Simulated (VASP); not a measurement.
# Si2W (I4/mmm) in VASP: further runs, part 2 of 2

VASP 6.6.1. Earlier steps stand in the parts before.

## (3) Single point, PBE (strained)

File INCAR:

```
ALGO = Normal
EDIFF = 1E-7
ENCUT = 520
GGA = PE
ISIF = 2
ISMEAR = 0
LASPH = True
LCHARG = True
LELF = True
LREAL = False
LVHAR = True
LWAVE = False
NBANDS = 18
NELM = 60
PREC = Accurate
SIGMA = 0.1
```

File KPOINTS:

```
k-points
0
Gamma
  18 18 18
```

File POSCAR:

```
Si2W
1.0
   -1.6886608200      1.6886608200      4.0245918000
    1.6886608200     -1.6886608200      4.0245918000
    1.6886608200      1.6886608200     -4.0245918000
Si W
2 1
Direct
    0.2941438810      0.2941438810      0.0000000000
    0.7058561190      0.7058561190      0.0000000000
    0.0000000000      0.0000000000      0.0000000000
```

Potentials or basis: VASP PAW PBE potentials, release 64 (Si, W_sv).

On the command line:

```console
$ cat potpaw_PBE.64/Si/POTCAR potpaw_PBE.64/W_sv/POTCAR > POTCAR
$ mpirun -np 1 vasp_std > vasp.out
```

OUTCAR:

```text
EDIFF = 1E-7
   ENCUT = 520
   GGA = PE
   ISIF = 2
   ISMEAR = 0
   LASPH = True
   LREAL = False
   NELM = 60
   PREC = Accurate

 ion  position               nearest neighbor table
   1  0.294  0.294  0.000-   3 2.37   2 2.49   2 2.49   2 2.49   2 2.49   3 2.91   3 2.91   3 2.91
                             3 2.91
   2  0.706  0.706  0.000-   3 2.37   1 2.49   1 2.49   1 2.49   1 2.49   3 2.91   3 2.91   3 2.91
                             3 2.91
   3  0.000  0.000  0.000-   1 2.37   2 2.37   2 2.91   1 2.91   2 2.91   2 2.91   2 2.91   1 2.91
                             1 2.91   1 2.91

  LATTYP: Found a body centered tetragonal cell.
 ALAT       =     3.3773216400
 C/A-ratio  =     2.3833038301

  Lattice vectors:

 A1 = (  -1.6886608200,   1.6886608200,   4.0245918000)
 A2 = (   1.6886608200,  -1.6886608200,   4.0245918000)
 A3 = (   1.6886608200,   1.6886608200,  -4.0245918000)

Analysis of symmetry for initial positions (statically):
=====================================================================
 Subroutine PRICEL returns:
 Original cell was already a primitive cell.

 Routine SETGRP: Setting up the symmetry group for a
 body centered tetragonal supercell.

 Subroutine GETGRP returns: Found 16 space group operations
 (whereof 16 operations were pure point group operations)
 out of a pool of 16 trial point group operations.

The static configuration has the point symmetry D_4h.

Analysis of symmetry for dynamics (positions and initial velocities):
=====================================================================
 Subroutine PRICEL returns:
 Original cell was already a primitive cell.

 Routine SETGRP: Setting up the symmetry group for a
 body centered tetragonal supercell.

 Subroutine GETGRP returns: Found 16 space group operations
 (whereof 16 operations were pure point group operations)
 out of a pool of 16 trial point group operations.

The dynamic configuration has the point symmetry D_4h.

 Subroutine INISYM returns: Found 16 space group operations
 (whereof 16 operations are pure point group operations),
 and found     1 'primitive' translations

----------------------------------------------------------------------------------------

                                     Primitive cell

  volume of cell :      45.9057

  direct lattice vectors                    reciprocal lattice vectors
    -1.688660820  1.688660820  4.024591800     0.000000000  0.296092616  0.124236202
     1.688660820 -1.688660820  4.024591800     0.296092616  0.000000000  0.124236202
     1.688660820  1.688660820 -4.024591800     0.296092616  0.296092616  0.000000000

  length of vectors
     4.679795924  4.679795924  4.679795924     0.321100407  0.321100407  0.418738193

  position of ions in fractional coordinates (direct lattice)
     0.294143881  0.294143881  0.000000000
     0.705856119  0.705856119  0.000000000
     0.000000000  0.000000000  0.000000000

  ion indices of the primitive-cell ions
   primitive index   ion index
                 1           1
                 2           2
                 3           3

----------------------------------------------------------------------------------------

 KPOINTS: k-points

Automatic generation of k-mesh.
 Grid dimensions read from file:
 generate k-points for:   18   18   18

 Generating k-lattice:

  Cartesian coordinates                     Fractional coordinates (reciprocal lattice)
     0.000000000  0.016449590  0.006902011     0.055555556  0.000000000  0.000000000
     0.016449590  0.000000000  0.006902011     0.000000000  0.055555556  0.000000000
     0.016449590  0.016449590  0.000000000     0.000000000  0.000000000  0.055555556

  Length of vectors
     0.017838911  0.017838911  0.023263233

  Shift w.r.t. Gamma in fractional coordinates (k-lattice)
     0.000000000  0.000000000  0.000000000

 Subroutine IBZKPT returns following result:
 ===========================================

 Found    480 irreducible k-points:

 Following reciprocal coordinates:
            Coordinates               Weight
  0.000000  0.000000  0.000000      1.000000
  0.055556 -0.000000  0.000000      8.000000
  0.111111 -0.000000  0.000000      8.000000
  0.166667  0.000000  0.000000      8.000000
  0.222222  0.000000 -0.000000      8.000000
  0.277778  0.000000 -0.000000      8.000000
[... 16 lines left out ...]
 -0.277778  0.055556  0.000000     16.000000
 -0.222222  0.055556  0.000000     16.000000
 [... further k-points ...]
   k-points           NKPTS =    480   k-points in BZ     NKDIM =    480   number of bands    NBANDS=     18
   number of dos      NEDOS =    301   number of ions     NIONS =      3
   total plane-waves  NPLWV =  46656
   dimension x,y,z NGX =    36 NGY =   36 NGZ =   36
   dimension x,y,z NGXF=    72 NGYF=   72 NGZF=   72
   ions per type =               2   1
   NGX,Y,Z   is equivalent  to a cutoff of  12.79, 12.79, 12.79 a.u.
   NGXF,Y,Z  is equivalent  to a cutoff of  25.58, 25.58, 25.58 a.u.
 SYSTEM =  unknown system
   PREC   = accura    normal or accurate (medium, high low for compatibility)
   ISTART =      0    job   : 0-new  1-cont  2-samecut
   ICHARG =      2    charge: 1-file 2-atom 10-const
   ISPIN  =      1    spin polarized calculation?
   LNONCOLLINEAR =      F non collinear calculations
   LSORBIT =      F    spin-orbit coupling
   LASPH  =      T    aspherical Exc in radial PAW
   ENCUT  =  520.0 eV  38.22 Ry    6.18 a.u.   8.70  8.70  8.70*2*pi/ulx,y,z
   NELM   =     60;   NELMIN=  2; NELMDL= -5     # of ELM steps
   EDIFF  = 0.1E-06   stopping-criterion for ELM
   LREAL  =      F    real-space projection
   EDIFFG = 0.1E-05   stopping-criterion for IOM
   NSW    =      0    number of steps for IOM
   IBRION =     -1    ionic relax: 0-MD 1-quasi-New 2-CG
   NFREE  =      0    steps in history (QN), initial steepest desc. (CG)
   ISIF   =      2    stress and relaxation
   ISYM   =      2    0-nonsym 1-usesym 2-fastsym
   POTIM  = 0.5000    time-step for ionic-motion
   TEBEG  =    0.0;   TEEND  =   0.0 temperature during run
   PSTRESS=    0.0 pullay stress
   NELECT =      22.0000    total number of electrons
   NUPDOWN=      -1.0000    fix difference up-down
   EMIN   =  10.00;   EMAX   =-10.00  energy-range for DOS
   EFERMI =   0.00;   METHOD = LEGACY
   ISMEAR =     0;   SIGMA  =   0.10  broadening in eV -4-tet -1-fermi 0-gaus
   EFERMI_NEDOS =   21; number of points for ismear=-14 and -15
   IALGO  =     38    algorithm
   IMIX   =      4    mixing-type and parameters
     AMIX     =   0.40;   BMIX     =  1.00
     AMIX_MAG =   1.60;   BMIX_MAG =  1.00
  volume/ion in A,a.u.               =      15.30       103.26
  Fermi-wavevector in a.u.,A,eV,Ry     =   1.281131  2.420986 22.331192  1.641296
  Thomas-Fermi vector in A             =   2.413519
   LORBIT       =      0    0 simple, 1 ext, 2 COOP (PROOUT), +10 PAW based schemes
   GGA     = PE    functional components
   LHFCALC =     F    Hartree Fock is set to
   AEXX    =    0.0000 exact exchange contribution
   IVDW    =     0    specifies the selected vdW correction
   LEPSILON=     F    determine dielectric tensor
   LRPA    =     F    only Hartree local field effects (RPA)
 non-spin polarized calculation
 Gauss-broadening in eV      SIGMA  =   0.10
  energy-cutoff  :      520.00
  volume of cell :       45.91
 maximum number of plane-waves:      1259
   NGX = 17   NGY = 17   NGZ = 17

 number of electron      22.0000002 magnetization

 Free energy of the ion-electron system (eV)
  ---------------------------------------------------
  ext. energy  EPLUGINS =         0.00000000
  ---------------------------------------------------
  free energy    TOTEN  =       -22.98386578 eV

  energy without entropy =      -22.97856831  energy(sigma->0) =      -22.98121705

 E-fermi :  10.0280     XC(G=0): -11.8930

 val. band max:       10.0254891949   @ k =  -0.3889  -0.4444   0.3889
 cond. band min:      10.0397375107   @ k =   0.2778   0.2222   0.1111
 fundamental gap:      0.0142483158
 Fermi energy:        10.0279738506

 k-point     1 :       0.0000    0.0000    0.0000
  band No.  band energies     occupation
      1     -64.0106      2.00000
      2     -28.3215      2.00000
      3     -28.1449      2.00000
      4     -28.1449      2.00000
      5      -3.3842      2.00000
      6       5.2142      2.00000
[... 481 lines left out ...]
      5      -2.6276      2.00000
      6       4.0380      2.00000
[... 10 lines left out ...]
     17      16.1472      0.00000
     18      16.7730      0.00000

 [... further k-points ...]

------------------------ aborting loop because EDIFF is reached ----------------------------------------

  FORCE on cell =-STRESS in cart. coord.  units (eV):
  Direction    XX          YY          ZZ          XY          YZ          ZX
  --------------------------------------------------------------------------------------
  -------------------------------------------------------------------------------------
  Total       -4.6517470     -4.6517470      2.0184536      0.0000000      0.0000000      0.0000000
  in kB     -162.3528773   -162.3528773     70.4470262      0.0000000      0.0000000      0.0000000
  external PRESSURE =     -84.7529095 kB  Pullay stress =       0.0000000 kB

 VOLUME and BASIS-vectors are now :
 -----------------------------------------------------------------------------
  energy-cutoff  :      520.00
  volume of cell :       45.91
      direct lattice vectors                 reciprocal lattice vectors
    -1.688660820  1.688660820  4.024591800     0.000000000  0.296092616  0.124236202
     1.688660820 -1.688660820  4.024591800     0.296092616  0.000000000  0.124236202
     1.688660820  1.688660820 -4.024591800     0.296092616  0.296092616  0.000000000

 POSITION                                       TOTAL-FORCE (eV/Angst)
 -----------------------------------------------------------------------------------
      0.00000      0.00000      2.36762         0.000000      0.000000      4.362896
      0.00000      0.00000      5.68157         0.000000      0.000000     -4.362896
      0.00000      0.00000      0.00000        -0.000000     -0.000000     -0.000000
 -----------------------------------------------------------------------------------
    total drift:                               -0.000000      0.000000      0.000000

  FREE ENERGIE OF THE ION-ELECTRON SYSTEM (eV)
  ---------------------------------------------------
  free  energy   TOTEN  =       -22.9838657816 eV

  energy  without entropy=      -22.9785683147  energy(sigma->0) =      -22.98121705
```

OSZICAR:

```text
N       E                     dE             d eps       ncg     rms          rms(c)
DAV:   1     0.129885972486E+03    0.12989E+03   -0.10787E+04 17280   0.121E+03
DAV:   2    -0.196767943482E+02   -0.14956E+03   -0.14609E+03 19960   0.314E+02
DAV:   3    -0.242467539426E+02   -0.45700E+01   -0.44872E+01 21924   0.496E+01
DAV:   4    -0.242951934216E+02   -0.48439E-01   -0.48299E-01 20566   0.526E+00
DAV:   5    -0.242957714145E+02   -0.57799E-03   -0.57795E-03 20904   0.626E-01    0.197E+01
DAV:   6    -0.231981520124E+02    0.10976E+01   -0.82938E+00 18778   0.166E+01    0.556E+00
DAV:   7    -0.230263871005E+02    0.17176E+00   -0.10279E+00 18564   0.528E+00    0.450E+00
DAV:   8    -0.229842362467E+02    0.42151E-01   -0.11630E-01 19112   0.244E+00    0.356E-01
DAV:   9    -0.229839959987E+02    0.24025E-03   -0.28980E-03 20446   0.390E-01    0.241E-01
DAV:  10    -0.229838738218E+02    0.12218E-03   -0.41253E-04 20072   0.169E-01    0.352E-02
DAV:  11    -0.229838665769E+02    0.72449E-05   -0.55573E-05 20096   0.493E-02    0.204E-02
DAV:  12    -0.229838665794E+02   -0.24756E-08   -0.43176E-06 20476   0.132E-02    0.483E-03
DAV:  13    -0.229838658670E+02    0.71240E-06   -0.43611E-07 18746   0.591E-03    0.783E-04
DAV:  14    -0.229838657816E+02    0.85369E-07   -0.17368E-08  9892   0.991E-04
   1 F= -.22983866E+02 E0= -.22981217E+02  d E =-.529747E-02
```

Wall time 3.9 min (1 thread of Intel Xeon 6975P-C (Granite Rapids), shared host); peak memory 0.49 GiB.

Results:

| Item | Value |
| --- | --- |
| Free energy | -22.9839 eV |
| Pressure | -8.5 GPa |
| Largest force | 4.363 eV/Å |
| Band gap on the k mesh | zero (bands 11 and 12 overlap by 2.07 eV) |

Forces in eV/Å, atoms in the order of the input:
```
Si   0.000  0.000  4.363
Si   0.000  0.000 -4.363
W    0.000  0.000  0.000
```

Levels at points of the mesh, in eV from the Fermi level:
```tsv
k point	band 9	band 10	band 11	band 12	band 13	band 14
(0.00, 0.00, 0.00)	-3.28	-2.00	0.94	1.07	2.28	3.42
(0.50, 0.00, 0.00)	-2.69	-1.82	-0.32	1.26	2.32	3.23
(0.50, 0.50, 0.00)	-4.65	-2.30	-0.05	1.68	2.41	2.58
(0.50, 0.50, 0.50)	-1.78	-1.78	-0.34	-0.34	1.29	4.03
```

Caveat: the cell differs from its parent crystal (strained); the stress differs along the axes, from -16 to 7 GPa; spin-orbit coupling is left out, which moves the levels of the heavy elements; forces of over 1 eV/Å act on the atoms, so gaps and moduli don't describe the material at rest.
